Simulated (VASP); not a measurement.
# C (P6_3/mmc) in VASP: a series of runs

The runs below take C through single point, with PBEsol.

All numbers are computed with VASP 6.6.1; they aren't measurements. Logs are shortened: lines on timing, memory, paths and dates and some standing lists are left out, and cuts for length are marked.

**1. The cell of the first run**

Symmetry: P6_3/mmc, No. 194, hexagonal system. The conventional cell has a = 2.499 Å, b = 2.499 Å, c = 4.161 Å, α = 90.00°, β = 90.00°, γ = 120.00°. Within 2.0 Å of C (site symmetry 3m) lie 4 C at 1.53 to 1.56 Å.

**2. Single point, PBEsol**

INCAR

```
PREC = Accurate ; ENCUT = 1300
EDIFF = 1E-6 ; ISMEAR = 0
SIGMA = 0.1 ; LREAL = False
LASPH = True ; NELM = 120
ALGO = Normal ; ISIF = 2
LWAVE = False ; LCHARG = True
GGA = PS ; LELF = True
LVHAR = True ; NBANDS = 16
GGA_COMPAT = False
```

KPOINTS

```
Automatic mesh
0
Gamma
  9 9 6
```

POSCAR

```
C
1.0
    2.4986121394      0.0000000000      0.0000000000
   -1.2493060697      2.1638615869      0.0000000000
    0.0000000000      0.0000000000      4.1610155871
C
4
Direct
    0.3333333333      0.6666666667     -0.0001385515
    0.6666666667      0.3333333333      0.4998614485
    0.3333333333      0.6666666667      0.3741385515
    0.6666666667      0.3333333333      0.8741385515
```

Potentials or basis: VASP PAW PBE potentials, release 64 (C_h).

On the command line:

```bash
cat potpaw_PBE.64/C_h/POTCAR > POTCAR
mpirun -np 1 vasp_std > vasp.out
```

OUTCAR:

```text
PREC = Accurate
   ENCUT = 1300
   EDIFF = 1E-6
   ISMEAR = 0
   LREAL = False
   LASPH = True
   NELM = 120
   ISIF = 2
   GGA = PS

 ion  position               nearest neighbor table
   1  0.333  0.667  1.000-
   2  0.667  0.333  0.500-
   3  0.333  0.667  0.374-
   4  0.667  0.333  0.874-

  LATTYP: Found a hexagonal cell.
 ALAT       =     2.4986121394
 C/A-ratio  =     1.6653307336

  Lattice vectors:

 A1 = (   2.4986121394,   0.0000000000,   0.0000000000)
 A2 = (  -1.2493060697,   2.1638615869,   0.0000000000)
 A3 = (   0.0000000000,   0.0000000000,   4.1610155871)

Analysis of symmetry for initial positions (statically):
=====================================================================
 Subroutine PRICEL returns:
 Original cell was already a primitive cell.

 Routine SETGRP: Setting up the symmetry group for a
 hexagonal supercell.

 Subroutine GETGRP returns: Found 24 space group operations
 (whereof  6 operations were pure point group operations)
 out of a pool of 24 trial point group operations.

The static configuration has the point symmetry C_3v.
 The point group associated with its full space group is D_6h.

Analysis of symmetry for dynamics (positions and initial velocities):
=====================================================================
 Subroutine PRICEL returns:
 Original cell was already a primitive cell.

 Routine SETGRP: Setting up the symmetry group for a
 hexagonal supercell.

 Subroutine GETGRP returns: Found 24 space group operations
 (whereof  6 operations were pure point group operations)
 out of a pool of 24 trial point group operations.

The dynamic configuration has the point symmetry C_3v.
 The point group associated with its full space group is D_6h.

 Subroutine INISYM returns: Found 24 space group operations
 (whereof  6 operations are pure point group operations),
 and found     1 'primitive' translations

----------------------------------------------------------------------------------------

                                     Primitive cell

  volume of cell :      22.4972

  direct lattice vectors                    reciprocal lattice vectors
     2.498612139  0.000000000  0.000000000     0.400222181  0.231068384  0.000000000
    -1.249306070  2.163861587  0.000000000     0.000000000  0.462136768  0.000000000
     0.000000000  0.000000000  4.161015587     0.000000000  0.000000000  0.240325944

  length of vectors
     2.498612139  2.498612139  4.161015587     0.462136768  0.462136768  0.240325944

  position of ions in fractional coordinates (direct lattice)
     0.333333333  0.666666667  0.999861448
     0.666666667  0.333333333  0.499861448
     0.333333333  0.666666667  0.374138552
     0.666666667  0.333333333  0.874138552

  ion indices of the primitive-cell ions
   primitive index   ion index
                 1           1
                 2           2
                 3           3
                 4           4

----------------------------------------------------------------------------------------

 KPOINTS: Automatic mesh

Automatic generation of k-mesh.
 Grid dimensions read from file:
 generate k-points for:    9    9    6

 Generating k-lattice:

  Cartesian coordinates                     Fractional coordinates (reciprocal lattice)
     0.044469131  0.025674265  0.000000000     0.111111111 -0.000000000  0.000000000
     0.000000000  0.051348530  0.000000000     0.000000000  0.111111111  0.000000000
     0.000000000  0.000000000  0.040054324     0.000000000  0.000000000  0.166666667

  Length of vectors
     0.051348530  0.051348530  0.040054324

  Shift w.r.t. Gamma in fractional coordinates (k-lattice)
     0.000000000  0.000000000  0.000000000

 Subroutine IBZKPT returns following result:
 ===========================================

 Found     48 irreducible k-points:

 Following reciprocal coordinates:
            Coordinates               Weight
  0.000000  0.000000  0.000000      1.000000
  0.111111  0.000000  0.000000      6.000000
  0.222222  0.000000  0.000000      6.000000
  0.333333  0.000000  0.000000      6.000000
  0.444444  0.000000  0.000000      6.000000
  0.111111  0.111111  0.000000      6.000000
[... 16 lines left out ...]
  0.333333  0.222222  0.166667     24.000000
  0.333333  0.333333  0.166667      4.000000
 [... further k-points ...]
   k-points           NKPTS =     48   k-points in BZ     NKDIM =     48   number of bands    NBANDS=     16
   number of dos      NEDOS =    301   number of ions     NIONS =      4
   total plane-waves  NPLWV =  45000
   dimension x,y,z NGX =    30 NGY =   30 NGZ =   50
   dimension x,y,z NGXF=    60 NGYF=   60 NGZF=  100
   ions per type =               4
   NGX,Y,Z   is equivalent  to a cutoff of  19.96, 19.96, 19.98 a.u.
   NGXF,Y,Z  is equivalent  to a cutoff of  39.92, 39.92, 39.95 a.u.
 SYSTEM =  unknown system
   PREC   = accura    normal or accurate (medium, high low for compatibility)
   ISTART =      0    job   : 0-new  1-cont  2-samecut
   ICHARG =      2    charge: 1-file 2-atom 10-const
   ISPIN  =      1    spin polarized calculation?
   LNONCOLLINEAR =      F non collinear calculations
   LSORBIT =      F    spin-orbit coupling
   LASPH  =      T    aspherical Exc in radial PAW
   ENCUT  = 1300.0 eV  95.55 Ry    9.77 a.u.   7.35  7.35 12.23*2*pi/ulx,y,z
   NELM   =    120;   NELMIN=  2; NELMDL= -5     # of ELM steps
   EDIFF  = 0.1E-05   stopping-criterion for ELM
   LREAL  =      F    real-space projection
   EDIFFG = 0.1E-04   stopping-criterion for IOM
   NSW    =      0    number of steps for IOM
   IBRION =     -1    ionic relax: 0-MD 1-quasi-New 2-CG
   NFREE  =      0    steps in history (QN), initial steepest desc. (CG)
   ISIF   =      2    stress and relaxation
   ISYM   =      2    0-nonsym 1-usesym 2-fastsym
   POTIM  = 0.5000    time-step for ionic-motion
   TEBEG  =    0.0;   TEEND  =   0.0 temperature during run
   PSTRESS=    0.0 pullay stress
   NELECT =      16.0000    total number of electrons
   NUPDOWN=      -1.0000    fix difference up-down
   EMIN   =  10.00;   EMAX   =-10.00  energy-range for DOS
   EFERMI =   0.00;   METHOD = LEGACY
   ISMEAR =     0;   SIGMA  =   0.10  broadening in eV -4-tet -1-fermi 0-gaus
   EFERMI_NEDOS =   21; number of points for ismear=-14 and -15
   IALGO  =     38    algorithm
   IMIX   =      4    mixing-type and parameters
     AMIX     =   0.40;   BMIX     =  1.00
     AMIX_MAG =   1.60;   BMIX_MAG =  1.00
  volume/ion in A,a.u.               =       5.62        37.95
  Fermi-wavevector in a.u.,A,eV,Ry     =   1.461298  2.761454 29.053790  2.135393
  Thomas-Fermi vector in A             =   2.577647
   LORBIT       =      0    0 simple, 1 ext, 2 COOP (PROOUT), +10 PAW based schemes
   GGA     = PS    functional components
   LHFCALC =     F    Hartree Fock is set to
   AEXX    =    0.0000 exact exchange contribution
   IVDW    =     0    specifies the selected vdW correction
   LEPSILON=     F    determine dielectric tensor
   LRPA    =     F    only Hartree local field effects (RPA)
 non-spin polarized calculation
 Gauss-broadening in eV      SIGMA  =   0.10
  energy-cutoff  :     1300.00
  volume of cell :       22.50
 maximum number of plane-waves:      2425
 NGX is ok and might be reduce to    30
   NGX = 15   NGY = 15   NGZ = 25

 number of electron      16.0000000 magnetization

 Free energy of the ion-electron system (eV)
  ---------------------------------------------------
  ext. energy  EPLUGINS =         0.00000000
  ---------------------------------------------------
  free energy    TOTEN  =       -38.45867887 eV

  energy without entropy =      -38.45867887  energy(sigma->0) =      -38.45867887

 E-fermi :  11.7750     XC(G=0): -13.6097

 val. band max:       11.3554613873   @ k =   0.0000   0.0000   0.0000
 cond. band min:      14.3910430647   @ k =   0.3333   0.3333   0.0000
 fundamental gap:      3.0355816774
 Fermi energy:        11.7749920708

 k-point     1 :       0.0000    0.0000    0.0000
  band No.  band energies     occupation
      1     -10.6037      2.00000
      2      -4.9342      2.00000
      3      -2.5412      2.00000
      4       8.2313      2.00000
      5       8.2313      2.00000
      6      10.8353      2.00000
[... 8 lines left out ...]
     15      25.7237      0.00000
     16      28.9311      0.00000

 k-point     2 :       0.1111    0.0000    0.0000
  band No.  band energies     occupation
      1     -10.2944      2.00000
      2      -4.6562      2.00000
      3      -2.2507      2.00000
      4       6.7716      2.00000
      5       7.6239      2.00000
      6      10.1201      2.00000
[... 8 lines left out ...]
     15      26.0764      0.00000
     16      27.7242      0.00000

 k-point     3 :       0.2222    0.0000    0.0000
  band No.  band energies     occupation
      1      -9.3727      2.00000
      2      -3.8272      2.00000
      3      -1.4195      2.00000
      4       3.7374      2.00000
      5       6.4434      2.00000
      6       7.5178      2.00000
[... 8 lines left out ...]
     15      25.7652      0.00000
     16      26.9774      0.00000

 k-point     4 :       0.3333    0.0000    0.0000
  band No.  band energies     occupation
      1      -7.8656      2.00000
      2      -2.4671      2.00000
      3      -0.5626      2.00000
      4       0.9161      2.00000
      5       4.6437      2.00000
      6       5.4270      2.00000
[... 8 lines left out ...]
     15      26.3379      0.00000
     16      27.6297      0.00000
[... 324 lines left out ...]
 k-point    22 :       0.2222    0.2222    0.1667
  band No.  band energies     occupation
      1      -6.7990      2.00000
      2      -2.7207      2.00000
      3       0.0416      2.00000
      4       2.4419      2.00000
      5       2.6339      2.00000
      6       3.8290      2.00000
[... 8 lines left out ...]
     15      25.0008      0.00000
     16      27.5842      0.00000

 k-point    23 :       0.3333    0.2222    0.1667
  band No.  band energies     occupation
      1      -4.8933      2.00000
      2      -2.1833      2.00000
      3      -0.7868      2.00000
      4       1.4368      2.00000
      5       1.8154      2.00000
      6       3.7230      2.00000
[... 8 lines left out ...]
     15      26.5218      0.00000
     16      27.8705      0.00000

 k-point    24 :       0.3333    0.3333    0.1667
  band No.  band energies     occupation
      1      -3.1992      2.00000
      2      -3.1992      2.00000
      3       0.2082      2.00000
      4       0.7658      2.00000
      5       0.7658      2.00000
      6       3.7434      2.00000
[... 8 lines left out ...]
     15      26.9678      0.00000
     16      26.9678      0.00000

 [... further k-points ...]
[... 5 lines left out ...]
  --------------------------------------------------------------------------------------
  -------------------------------------------------------------------------------------
  Total        0.0343271      0.0343271      0.0052895      0.0000000     -0.0000000     -0.0000000
  in kB        2.4446682      2.4446682      0.3767004      0.0000000     -0.0000000     -0.0000000
  external PRESSURE =       1.7553456 kB  Pullay stress =       0.0000000 kB

 VOLUME and BASIS-vectors are now :
 -----------------------------------------------------------------------------
  energy-cutoff  :     1300.00
  volume of cell :       22.50
      direct lattice vectors                 reciprocal lattice vectors
     2.498612139  0.000000000  0.000000000     0.400222181  0.231068384  0.000000000
    -1.249306070  2.163861587  0.000000000     0.000000000  0.462136768  0.000000000
     0.000000000  0.000000000  4.161015587     0.000000000  0.000000000  0.240325944

 POSITION                                       TOTAL-FORCE (eV/Angst)
 -----------------------------------------------------------------------------------
     -0.00000      1.44257      4.16044         0.000000      0.000000     -0.018616
      1.24931      0.72129      2.07993         0.000000     -0.000000     -0.018616
     -0.00000      1.44257      1.55680         0.000000      0.000000      0.018616
      1.24931      0.72129      3.63730        -0.000000     -0.000000      0.018616
 -----------------------------------------------------------------------------------
    total drift:                               -0.000000      0.000000      0.000001

  FREE ENERGIE OF THE ION-ELECTRON SYSTEM (eV)
  ---------------------------------------------------
  free  energy   TOTEN  =       -38.4586788668 eV

  energy  without entropy=      -38.4586788668  energy(sigma->0) =      -38.45867887
```

Run time: 31 s. Hardware: 1 thread of Intel Xeon Platinum 8559C (Emerald Rapids), shared host; peak memory 0.2 GiB.

Results:

```
Free energy            : -38.4587 eV
Pressure               : 0.2 GPa
Largest force          : 0.019 eV/Å
Band gap on the k mesh : 3.04 eV (least direct gap 4.92 eV)
```

Forces in eV/Å, atoms in the order of the input:
```
C    0.000  0.000 -0.019
C    0.000  0.000 -0.019
C    0.000  0.000  0.019
C    0.000  0.000  0.019
```

Stress tensor (GPa, compression positive):
```
0.24 0.00 0.00
0.00 0.24 0.00
0.00 0.00 0.04
```

Caveat: the PAW data sets were made with another functional, which shifts forces and pressure a little. A k mesh can miss the band edges.

**3. Single point, PBEsol**

INCAR

```
  PREC = Accurate
  ENCUT = 1300
  EDIFF = 1E-6
  ISMEAR = 0
  SIGMA = 0.02
  LREAL = F
  LASPH = T
  NELM = 120
  ALGO = Normal
  ISIF = 2
  LWAVE = F
  LCHARG = F
  GGA = PS
  NBANDS = 16
  GGA_COMPAT = F
```

KPOINTS

```
regular mesh
0
Gamma
  9 9 6
```

POSCAR

```
C
1.0
    2.4987275326      0.0000000000      0.0000000000
   -1.2493637663      2.1639615204      0.0000000000
    0.0000000000      0.0000000000      4.1605888148
C
4
Direct
    0.3333333333      0.6666666667     -0.0002008250
    0.6666666667      0.3333333333      0.4997991750
    0.3333333333      0.6666666667      0.3742008250
    0.6666666667      0.3333333333      0.8742008250
```

Potentials or basis: VASP PAW PBE potentials, release 64 (C_h).

On the command line:

```bash
cat potpaw_PBE.64/C_h/POTCAR > POTCAR
mpirun -np 1 vasp_std > vasp.out
```

OUTCAR:

```text
PREC = Accurate
   ENCUT = 1300
   EDIFF = 1E-6
   ISMEAR = 0
   LREAL = F
   LASPH = T
   NELM = 120
   ISIF = 2
   GGA = PS

 ion  position               nearest neighbor table
   1  0.333  0.667  1.000-
   2  0.667  0.333  0.500-
   3  0.333  0.667  0.374-
   4  0.667  0.333  0.874-

  LATTYP: Found a hexagonal cell.
 ALAT       =     2.4987275326
 C/A-ratio  =     1.6650830315

  Lattice vectors:

 A1 = (   2.4987275326,   0.0000000000,   0.0000000000)
 A2 = (  -1.2493637663,   2.1639615204,   0.0000000000)
 A3 = (   0.0000000000,   0.0000000000,   4.1605888148)

Analysis of symmetry for initial positions (statically):
=====================================================================
 Subroutine PRICEL returns:
 Original cell was already a primitive cell.

 Routine SETGRP: Setting up the symmetry group for a
 hexagonal supercell.
[... 170 lines left out ...]
  free energy    TOTEN  =       -38.45868952 eV

  energy without entropy =      -38.45868952  energy(sigma->0) =      -38.45868952

 E-fermi :  11.4864     XC(G=0): -13.6097

 val. band max:       11.3511437061   @ k =   0.0000   0.0000   0.0000
 cond. band min:      14.3978336623   @ k =   0.3333   0.3333   0.0000
 fundamental gap:      3.0466899562
 Fermi energy:        11.4863699797

 k-point     1 :       0.0000    0.0000    0.0000
  band No.  band energies     occupation
      1     -10.6038      2.00000
      2      -4.9335      2.00000
      3      -2.5379      2.00000
      4       8.2285      2.00000
      5       8.2285      2.00000
      6      10.8445      2.00000
[... 433 lines left out ...]
      3       0.2068      2.00000
      4       0.7652      2.00000
      5       0.7652      2.00000
      6       3.7413      2.00000
[... 8 lines left out ...]
     15      26.9668      0.00000
     16      26.9668      0.00000

 [... further k-points ...]

------------------------ aborting loop because EDIFF is reached ----------------------------------------

  FORCE on cell =-STRESS in cart. coord.  units (eV):
  Direction    XX          YY          ZZ          XY          YZ          ZX
  --------------------------------------------------------------------------------------
  -------------------------------------------------------------------------------------
  Total        0.0281498      0.0281498      0.0236367      0.0000000     -0.0000000      0.0000000
  in kB        2.0047633      2.0047633      1.6833479      0.0000000     -0.0000000      0.0000000
  external PRESSURE =       1.8976248 kB  Pullay stress =       0.0000000 kB

 VOLUME and BASIS-vectors are now :
 -----------------------------------------------------------------------------
  energy-cutoff  :     1300.00
  volume of cell :       22.50
      direct lattice vectors                 reciprocal lattice vectors
     2.498727533  0.000000000  0.000000000     0.400203698  0.231057713  0.000000000
    -1.249363766  2.163961520  0.000000000     0.000000000  0.462115426  0.000000000
     0.000000000  0.000000000  4.160588815     0.000000000  0.000000000  0.240350596

 POSITION                                       TOTAL-FORCE (eV/Angst)
 -----------------------------------------------------------------------------------
     -0.00000      1.44264      4.15975         0.000000      0.000000     -0.000095
      1.24936      0.72132      2.07946        -0.000000     -0.000000     -0.000095
     -0.00000      1.44264      1.55690         0.000000      0.000000      0.000095
      1.24936      0.72132      3.63719        -0.000000     -0.000000      0.000095
 -----------------------------------------------------------------------------------
    total drift:                               -0.000000      0.000000      0.000001

  FREE ENERGIE OF THE ION-ELECTRON SYSTEM (eV)
  ---------------------------------------------------
  free  energy   TOTEN  =       -38.4586895155 eV

  energy  without entropy=      -38.4586895155  energy(sigma->0) =      -38.45868952
```

OSZICAR:

```text
N       E                     dE             d eps       ncg     rms          rms(c)
DAV:   1     0.630811604560E+02    0.63081E+02   -0.14721E+04  1536   0.203E+03
DAV:   2    -0.346722271882E+02   -0.97753E+02   -0.88022E+02  2176   0.283E+02
DAV:   3    -0.397365236825E+02   -0.50643E+01   -0.50090E+01  2216   0.550E+01
DAV:   4    -0.397721276813E+02   -0.35604E-01   -0.35598E-01  1664   0.509E+00
DAV:   5    -0.397723593010E+02   -0.23162E-03   -0.23160E-03  2168   0.389E-01    0.669E+00
DAV:   6    -0.388007879546E+02    0.97157E+00   -0.56961E-01  1824   0.475E+00    0.363E+00
DAV:   7    -0.384574902504E+02    0.34330E+00   -0.64903E-01  1992   0.517E+00    0.462E-01
DAV:   8    -0.384586193643E+02   -0.11291E-02   -0.13422E-02  1680   0.103E+00    0.396E-02
DAV:   9    -0.384586758345E+02   -0.56470E-04   -0.72441E-05  2056   0.765E-02    0.214E-02
DAV:  10    -0.384586899200E+02   -0.14086E-04   -0.10375E-05  1680   0.270E-02    0.278E-03
DAV:  11    -0.384586895155E+02    0.40449E-06   -0.31243E-07  1592   0.511E-03
   1 F= -.38458690E+02 E0= -.38458690E+02  d E =-.649988E-24
```

It took 39 s on 1 thread of Intel Xeon Platinum 8488C (Sapphire Rapids), shared host; peak memory 0.21 GiB.

What came out:

| Property | Result |
| --- | --- |
| Free energy | -38.4587 eV |
| Pressure | 0.2 GPa |
| Band gap on the k mesh | 3.05 eV (least direct gap 4.93 eV) |

Caveat: the PAW data sets were made with another functional, which shifts forces and pressure a little. A k mesh can miss the band edges.
